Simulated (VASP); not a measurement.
# C (P-1) in VASP: single point with PBE

Aim: the single point of C with PBE.

Everything below comes from runs of VASP 6.6.1. Logs are shortened: lines on timing, memory, paths and dates and some standing lists are left out, and cuts for length are marked.

**1. The cell of the first run**

The typed cell holds 2 atoms: a = 2.522 Å, b = 2.522 Å, c = 2.522 Å, α = 60.00°, β = 60.00°, γ = 60.00°.

**2. Single point, PBE (atoms moved at random)**

File INCAR:

```
ALGO = Normal
EDIFF = 1E-6
ENCUT = 520
GGA = PE
ISIF = 2
ISMEAR = -1
LASPH = T
LCHARG = T
LELF = T
LREAL = F
LVHAR = T
LWAVE = F
NBANDS = 11
NELM = 100
PREC = Accurate
SIGMA = 0.05
```

File KPOINTS:

```
k-points
0
Gamma
  13 13 13
```

File POSCAR:

```
C
1.0
    0.0000000000      1.7834000000      1.7834000000
    1.7834000000      0.0000000000      1.7834000000
    1.7834000000      1.7834000000      0.0000000000
C
2
Direct
    0.4924823900      0.3883829500      0.4666611300
    0.7575176100      0.8616170500      0.7833388700
```

Potentials or basis: VASP PAW PBE potentials, release 64 (C).

Run with:

```sh
$ cat potpaw_PBE.64/C/POTCAR > POTCAR
$ mpirun -np 1 vasp_std > vasp.out
```

OUTCAR:

```text
EDIFF = 1E-6
   ENCUT = 520
   GGA = PE
   ISIF = 2
   ISMEAR = -1
   LASPH = T
   LREAL = F
   NELM = 100
   PREC = Accurate

 ion  position               nearest neighbor table
   1  0.492  0.388  0.467-   2 1.20   2 1.56   2 1.66
   2  0.758  0.862  0.783-   1 1.20   1 1.56   1 1.66

  LATTYP: Found a face centered cubic cell.
 ALAT       =     3.5668000000

  Lattice vectors:

 A1 = (   0.0000000000,   1.7834000000,   1.7834000000)
 A2 = (   1.7834000000,   0.0000000000,   1.7834000000)
 A3 = (   1.7834000000,   1.7834000000,   0.0000000000)

Analysis of symmetry for initial positions (statically):
=====================================================================
 Subroutine PRICEL returns:
 Original cell was already a primitive cell.

 Routine SETGRP: Setting up the symmetry group for a
 face centered cubic supercell.

 Subroutine GETGRP returns: Found  2 space group operations
 (whereof  1 operations were pure point group operations)
 out of a pool of 48 trial point group operations.

The static configuration has the point symmetry C_1 .
 The point group associated with its full space group is S_2 .

Analysis of symmetry for dynamics (positions and initial velocities):
=====================================================================
 Subroutine PRICEL returns:
 Original cell was already a primitive cell.

 Routine SETGRP: Setting up the symmetry group for a
 face centered cubic supercell.

 Subroutine GETGRP returns: Found  2 space group operations
 (whereof  1 operations were pure point group operations)
 out of a pool of 48 trial point group operations.

The dynamic configuration has the point symmetry C_1 .
 The point group associated with its full space group is S_2 .

 Subroutine INISYM returns: Found  2 space group operations
 (whereof  1 operations are pure point group operations),
 and found     1 'primitive' translations

----------------------------------------------------------------------------------------

                                     Primitive cell

  volume of cell :      11.3443

  direct lattice vectors                    reciprocal lattice vectors
     0.000000000  1.783400000  1.783400000    -0.280363351  0.280363351  0.280363351
     1.783400000  0.000000000  1.783400000     0.280363351 -0.280363351  0.280363351
     1.783400000  1.783400000  0.000000000     0.280363351  0.280363351 -0.280363351

  length of vectors
     2.522108467  2.522108467  2.522108467     0.485603568  0.485603568  0.485603568

  position of ions in fractional coordinates (direct lattice)
     0.492482390  0.388382950  0.466661130
     0.757517610  0.861617050  0.783338870

  ion indices of the primitive-cell ions
   primitive index   ion index
                 1           1
                 2           2

----------------------------------------------------------------------------------------

 KPOINTS: k-points

Automatic generation of k-mesh.
 Grid dimensions read from file:
 generate k-points for:   13   13   13

 Generating k-lattice:

  Cartesian coordinates                     Fractional coordinates (reciprocal lattice)
    -0.021566412  0.021566412  0.021566412     0.076923077  0.000000000  0.000000000
     0.021566412 -0.021566412  0.021566412     0.000000000  0.076923077  0.000000000
     0.021566412  0.021566412 -0.021566412     0.000000000  0.000000000  0.076923077

  Length of vectors
     0.037354121  0.037354121  0.037354121

  Shift w.r.t. Gamma in fractional coordinates (k-lattice)
     0.000000000  0.000000000  0.000000000

 Subroutine IBZKPT returns following result:
 ===========================================

 Found   1099 irreducible k-points:

 Following reciprocal coordinates:
            Coordinates               Weight
  0.000000  0.000000  0.000000      1.000000
  0.076923  0.000000  0.000000      2.000000
  0.000000  0.076923  0.000000      2.000000
  0.000000  0.000000  0.076923      2.000000
  0.076923  0.076923  0.076923      2.000000
  0.153846  0.000000  0.000000      2.000000
[... 16 lines left out ...]
  0.000000  0.461538  0.000000      2.000000
  0.000000  0.000000  0.461538      2.000000
 [... further k-points ...]
   k-points           NKPTS =   1099   k-points in BZ     NKDIM =   1099   number of bands    NBANDS=     11
   number of dos      NEDOS =    301   number of ions     NIONS =      2
   total plane-waves  NPLWV =   8000
   dimension x,y,z NGX =    20 NGY =   20 NGZ =   20
   dimension x,y,z NGXF=    40 NGYF=   40 NGZF=   40
   ions per type =               2
   NGX,Y,Z   is equivalent  to a cutoff of  13.18, 13.18, 13.18 a.u.
   NGXF,Y,Z  is equivalent  to a cutoff of  26.37, 26.37, 26.37 a.u.
 SYSTEM =  unknown system
   PREC   = accura    normal or accurate (medium, high low for compatibility)
   ISTART =      0    job   : 0-new  1-cont  2-samecut
   ICHARG =      2    charge: 1-file 2-atom 10-const
   ISPIN  =      1    spin polarized calculation?
   LNONCOLLINEAR =      F non collinear calculations
   LSORBIT =      F    spin-orbit coupling
   LASPH  =      T    aspherical Exc in radial PAW
   ENCUT  =  520.0 eV  38.22 Ry    6.18 a.u.   4.69  4.69  4.69*2*pi/ulx,y,z
   NELM   =    100;   NELMIN=  2; NELMDL= -5     # of ELM steps
   EDIFF  = 0.1E-05   stopping-criterion for ELM
   LREAL  =      F    real-space projection
   EDIFFG = 0.1E-04   stopping-criterion for IOM
   NSW    =      0    number of steps for IOM
   IBRION =     -1    ionic relax: 0-MD 1-quasi-New 2-CG
   NFREE  =      0    steps in history (QN), initial steepest desc. (CG)
   ISIF   =      2    stress and relaxation
   ISYM   =      2    0-nonsym 1-usesym 2-fastsym
   POTIM  = 0.5000    time-step for ionic-motion
   TEBEG  =    0.0;   TEEND  =   0.0 temperature during run
   PSTRESS=    0.0 pullay stress
   NELECT =       8.0000    total number of electrons
   NUPDOWN=      -1.0000    fix difference up-down
   EMIN   =  10.00;   EMAX   =-10.00  energy-range for DOS
   EFERMI =   0.00;   METHOD = LEGACY
   ISMEAR =    -1;   SIGMA  =   0.05  broadening in eV -4-tet -1-fermi 0-gaus
   EFERMI_NEDOS =   21; number of points for ismear=-14 and -15
   IALGO  =     38    algorithm
   IMIX   =      4    mixing-type and parameters
     AMIX     =   0.40;   BMIX     =  1.00
     AMIX_MAG =   1.60;   BMIX_MAG =  1.00
  volume/ion in A,a.u.               =       5.67        38.28
  Fermi-wavevector in a.u.,A,eV,Ry     =   1.457178  2.753668 28.890189  2.123369
  Thomas-Fermi vector in A             =   2.574010
   LORBIT       =      0    0 simple, 1 ext, 2 COOP (PROOUT), +10 PAW based schemes
   GGA     = PE    functional components
[... 5 lines left out ...]
 non-spin polarized calculation
  energy-cutoff  :      520.00
  volume of cell :       11.34
 maximum number of plane-waves:       322
   NGX =  9   NGY =  9   NGZ =  9

 number of electron       8.0000000 magnetization

 Free energy of the ion-electron system (eV)
  ---------------------------------------------------
  ext. energy  EPLUGINS =         0.00000000
  ---------------------------------------------------
  free energy    TOTEN  =       -14.26979501 eV

  energy without entropy =      -14.26795241  energy(sigma->0) =      -14.26887371

 E-fermi :  10.3328     XC(G=0): -13.2977

 val. band max:       10.3306559268   @ k =   0.1538   0.1538   0.0769
 cond. band min:      10.3351007959   @ k =   0.0000   0.0769  -0.1538
 fundamental gap:      0.0044448691
 Fermi energy:        10.3327950513

 k-point     1 :       0.0000    0.0000    0.0000
  band No.  band energies     occupation
      1     -12.0007      2.00000
      2       3.7259      2.00000
      3       9.9205      1.99948
      4      10.9674      0.00001
      5      13.2512      0.00000
      6      18.0940      0.00000
      7      19.8664      0.00000
      8      24.9004      0.00000
      9      27.2069      0.00000
     10      33.5708      0.00000
     11      33.9999      0.00000

 k-point     2 :       0.0769    0.0000    0.0000
  band No.  band energies     occupation
      1     -11.8422      2.00000
      2       3.5706      2.00000
      3       9.4468      2.00000
      4      10.1625      1.93584
      5      13.9685      0.00000
      6      17.9113      0.00000
      7      20.2659      0.00000
      8      25.2041      0.00000
      9      27.2854      0.00000
     10      32.8334      0.00000
     11      33.5643      0.00000

 k-point     3 :       0.0000    0.0769    0.0000
  band No.  band energies     occupation
      1     -11.8459      2.00000
      2       3.3924      2.00000
      3       9.9108      1.99957
      4      10.0237      1.99587
      5      14.4403      0.00000
      6      17.3866      0.00000
      7      19.9415      0.00000
      8      25.1824      0.00000
      9      27.4473      0.00000
     10      33.1781      0.00000
     11      33.9045      0.00000

 k-point     4 :       0.0000    0.0000    0.0769
  band No.  band energies     occupation
      1     -11.8433      2.00000
      2       3.4918      2.00000
      3       9.7690      1.99997
      4      10.2896      1.40732
      5      13.4933      0.00000
      6      17.8148      0.00000
      7      20.4114      0.00000
      8      25.2232      0.00000
      9      27.3202      0.00000
     10      32.9743      0.00000
     11      33.9851      0.00000
[... 239 lines left out ...]
 k-point    22 :       0.4615    0.0000    0.0000
  band No.  band energies     occupation
      1      -7.0902      2.00000
      2      -3.0636      2.00000
      3       3.4792      2.00000
      4       9.3597      2.00000
      5      14.9234      0.00000
      6      16.6948      0.00000
      7      24.2964      0.00000
      8      26.1161      0.00000
      9      26.6994      0.00000
     10      32.7606      0.00000
     11      34.8624      0.00000

 k-point    23 :       0.0000    0.4615    0.0000
  band No.  band energies     occupation
      1      -6.9209      2.00000
      2      -4.3906      2.00000
      3       5.7108      2.00000
      4      10.4997      0.06852
      5      11.7244      0.00000
      6      19.4569      0.00000
      7      24.7225      0.00000
      8      26.1419      0.00000
      9      27.1783      0.00000
     10      28.5128      0.00000
     11      36.5227      0.00000

 k-point    24 :       0.0000    0.0000    0.4615
  band No.  band energies     occupation
      1      -7.0184      2.00000
      2      -3.6183      2.00000
      3       4.7656      2.00000
      4       9.4658      2.00000
      5      14.3014      0.00000
      6      15.5529      0.00000
      7      24.6426      0.00000
      8      26.3635      0.00000
      9      27.8000      0.00000
     10      32.6355      0.00000
     11      34.1931      0.00000

 [... further k-points ...]

------------------------ aborting loop because EDIFF is reached ----------------------------------------

  FORCE on cell =-STRESS in cart. coord.  units (eV):
  Direction    XX          YY          ZZ          XY          YZ          ZX
  --------------------------------------------------------------------------------------
  -------------------------------------------------------------------------------------
  Total        4.4641238      9.7424155      4.8614628      1.8218307      1.5063089      5.0721933
  in kB      630.4788655   1375.9445944    686.5959907    257.3015052    212.7396024    716.3579681
  external PRESSURE =     897.6731502 kB  Pullay stress =       0.0000000 kB

 VOLUME and BASIS-vectors are now :
 -----------------------------------------------------------------------------
  energy-cutoff  :      520.00
  volume of cell :       11.34
      direct lattice vectors                 reciprocal lattice vectors
     0.000000000  1.783400000  1.783400000    -0.280363351  0.280363351  0.280363351
     1.783400000  0.000000000  1.783400000     0.280363351 -0.280363351  0.280363351
     1.783400000  1.783400000  0.000000000     0.280363351  0.280363351 -0.280363351

 POSITION                                       TOTAL-FORCE (eV/Angst)
 -----------------------------------------------------------------------------------
      1.52489      1.71054      1.57094         7.709851    -11.986350      6.798493
      2.93361      2.74796      2.88756        -7.709851     11.986350     -6.798493
 -----------------------------------------------------------------------------------
    total drift:                               -0.000000      0.000000      0.000000

  FREE ENERGIE OF THE ION-ELECTRON SYSTEM (eV)
  ---------------------------------------------------
  free  energy   TOTEN  =       -14.2697950069 eV

  energy  without entropy=      -14.2679524139  energy(sigma->0) =      -14.26887371
```

Run time: 3.9 min. Hardware: 1 thread of AMD EPYC 7R13, shared host; peak memory 0.18 GiB.

Results:

| Item | Value |
| --- | --- |
| Free energy | -14.2698 eV |
| Pressure | 89.8 GPa |
| Largest force | 15.790 eV/Å |
| Band gap on the k mesh | zero (band 4 reaches 10.97 eV, above the bottom of band 5 at 8.34 eV) |

Forces in eV/Å, atoms in the order of the input:
```
C     7.710 -11.986   6.798
C    -7.710  11.986  -6.798
```

Caveat: the cell differs from its parent crystal (atoms moved at random); forces of over 1 eV/Å act on the atoms, so gaps and moduli don't describe the material at rest.
